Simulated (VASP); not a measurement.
Write the native input for VASP 6.6.1 that does the following.

* Task: single point
* Functional: PBEsol
* Potentials or basis: VASP PAW PBE potentials, release 64 (Os)
* Cutoff: 520 eV
* k mesh: 14 × 14 × 14
* Occupations: fermi-dirac, width 0.05 eV
* Spin: no spin polarisation
* Dipole correction: no
* Further INCAR settings: ALGO = Normal; EDIFF = 1e-07; NBANDS = 10

The structure of Os lies in POSCAR:

```
Os
1.0
   -0.0389000000      1.9255500000      1.9255500000
    1.9255500000     -0.0389000000      1.9255500000
    1.9255500000      1.9255500000     -0.0389000000
Os
1
Direct
    0.0000000000      0.0000000000      0.0000000000
```

This cell differs from its parent crystal: equal xy, yz and zx shear strains of -2 %.

One way to write it, as run:

INCAR

```
SYSTEM = Os
PREC = Accurate
ENCUT = 520
EDIFF = 1E-7
ISMEAR = -1
SIGMA = 0.05
LREAL = .False.
LASPH = .True.
NELM = 60
ALGO = Normal
ISIF = 2
LWAVE = .False.
LCHARG = .False.
GGA = PS
NBANDS = 10
```

KPOINTS

```
regular mesh
0
Gamma
  14 14 14
  0 0 0
```

Potentials or basis: VASP PAW PBE potentials, release 64 (Os).

The run is started by

```bash
$ cat potpaw_PBE.64/Os/POTCAR > POTCAR
$ mpirun -np 1 vasp_std > vasp.out
```

Results of the run:

```yaml
Pressure: -19.5 GPa
Band_gap_on_the_k_mesh: zero (band 4 reaches 10.68 eV, above the bottom of band 5 at 7.25 eV)
```

Caveat: the cell differs from its parent crystal (equal xy, yz and zx shear strains of -2 %); the PAW data sets were made with another functional, which shifts forces and pressure a little; spin-orbit coupling is left out, which moves the levels of the heavy elements.

Wall time 21 s on 1 thread of Intel Xeon 6975P-C, with other jobs on the host, peak memory 0.16 GiB.
